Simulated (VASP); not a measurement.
**Se2O: relaxation of cell and atoms with PBE**

Se2O:

```
CELL_PARAMETERS angstrom
1.80824 1.04399 5.46136
-1.80824 1.04399 5.46136
0.00000 -2.08798 5.46136
ATOMIC_POSITIONS crystal
Se 0.75000 0.75000 0.75000
Se 0.25000 0.25000 0.25000
O 0.00000 0.00000 0.00000
```

```json
{
 "Program": "VASP 6.6.1",
 "Task": "relaxation of cell and atoms",
 "Functional": "PBE",
 "Potentials or basis": "VASP PAW PBE potentials, release 64 (Se, O)",
 "Cutoff": "600 eV",
 "k mesh": "6 × 6 × 6",
 "Occupations": "gaussian, width 0.1 eV",
 "Spin": "no spin polarisation",
 "Dipole correction": "no",
 "Further INCAR settings": "ALGO = Normal; EDIFF = 1e-06; IBRION = 2; EDIFFG = -0.04; NSW = 90; ISIF = 3"
}
```

The relaxed volume is 16.40 Å³/atom, the relaxed cell is a = 5.198 Å, b = 5.198 Å, c = 5.198 Å, α = 38.64°, β = 38.64°, γ = 38.64° and the space group after relaxing (to 0.05 Å) is R-3m (No. 166). The energy gained by relaxing is 570.9 meV/atom. The ionic steps are 18 and the pressure after relaxing is 0.0 GPa. The band gap on the k mesh is zero (band 9 reaches 5.42 eV, above the bottom of band 10 at 4.94 eV).

Forces on the atoms (eV/Å):
```
Se   0.000  0.000  0.002
Se   0.000  0.000 -0.002
O    0.000  0.000  0.000
```

The path:
| step | energy change (eV) | largest force (eV/Å) | pressure (GPa) | volume (Å³) |
| --- | --- | --- | --- | --- |
| 1 | 0.0000 | 0.8907 | -8.50 | 61.86 |
| 2 | -0.4470 | 2.1340 | -1.22 | 52.57 |
| 3 | -0.5028 | 2.7529 | 5.02 | 48.64 |
| 4 | -0.7616 | 2.8283 | 7.71 | 46.34 |
| 5 | -0.9353 | 0.8148 | 31.12 | 39.86 |
| 6 | -0.9869 | 2.7475 | 15.14 | 43.21 |
| 7 | -1.0396 | 2.2699 | 21.80 | 41.51 |
| 8 | -1.3211 | 0.5878 | 19.61 | 42.21 |
| 9 | -1.3684 | 0.6100 | 19.27 | 42.61 |
| 10 | -1.5770 | 0.1707 | 10.61 | 44.84 |
| 11 | -1.6907 | 0.2938 | 1.81 | 47.93 |
| 12 | -1.6940 | 0.3662 | 0.48 | 48.53 |
| 13 | -1.6941 | 0.3811 | 0.22 | 48.65 |
| 14 | -1.7014 | 0.2552 | 0.11 | 48.80 |
| 15 | -1.7106 | 0.0988 | -0.10 | 49.23 |
| 16 | -1.7107 | 0.1127 | -0.09 | 49.24 |
| 17 | -1.7116 | 0.0828 | -0.08 | 49.23 |
| 18 | -1.7127 | 0.0022 | 0.00 | 49.20 |

Final structure:
```
Se O
1.0
     1.71955    0.99278    4.80329
    -1.71955    0.99278    4.80329
     0.00000   -1.98557    4.80329
Se O
2 1
Direct
  0.77392 0.77392 0.77392
  0.22608 0.22608 0.22608
  0.00000 0.00000 0.00000
```

Levels at points of the mesh, in eV from the Fermi level:
| k point | band 5 | band 6 | band 7 | band 8 | band 9 | band 10 | band 11 | band 12 | band 13 |
| --- | --- | --- | --- | --- | --- | --- | --- | --- | --- |
| (0.00, 0.00, 0.00) | -2.34 | -2.29 | -2.29 | -1.77 | -1.77 | 1.31 | 1.31 | 2.91 | 7.67 |
| (0.50, 0.00, 0.00) | -4.00 | -3.88 | -3.37 | -3.16 | -1.15 | -0.18 | 2.18 | 2.54 | 7.39 |
| (0.50, 0.50, 0.00) | -5.65 | -4.50 | -3.03 | -0.89 | 0.28 | 0.67 | 1.14 | 2.24 | 6.00 |
| (0.50, 0.50, 0.50) | -2.89 | -2.89 | -0.50 | -0.50 | -0.14 | 0.59 | 0.59 | 0.66 | 6.21 |

It took 8.1 min on 1 thread of AMD EPYC 9R45 96-Core Processor (Zen 5), with other jobs on the host, peak memory 0.33 GiB.

Caveat: the volume moved by over 15 % at a fixed basis, so the end points are rough.
